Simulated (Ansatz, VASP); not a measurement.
**Two plane-wave programs on C**

```
CELL_PARAMETERS angstrom
2.46497 0.00000 0.00000
-1.23249 2.13473 0.00000
0.00000 0.00000 6.74417
ATOMIC_POSITIONS crystal
C 0.00000 0.00000 0.25000
C 0.00000 0.00000 0.75000
C 0.33333 0.66667 0.25000
C 0.66667 0.33333 0.75000
```

Alike in both runs: task relaxation of cell and atoms; functional PBE; dispersion D3(BJ); k mesh 21 × 21 × 6; occupations gaussian, width 0.1 eV; no spin polarisation.

```csv
,VASP,Ansatz
version,VASP 6.6.1,Ansatz 0.2.0
potentials or method,"VASP PAW PBE potentials, release 64 (C), cutoff 600 eV","scalar-relativistic, plane waves, PAW"
valence electrons in the cell,16,16
```

|  | VASP | Ansatz | Ansatz less VASP |
| --- | --- | --- | --- |
| gap on the k mesh at the Fermi level, each at its own relaxed structure (eV) | none | none | - |
| relaxed volume (Å³/atom) | 8.77 | 8.87 | +0.102 |
| relaxed cell length with the largest relative difference (Å) | 6.665 | 6.744 | +0.0792 |

A gap of «none» marks a metal or a gap that the smearing closes.
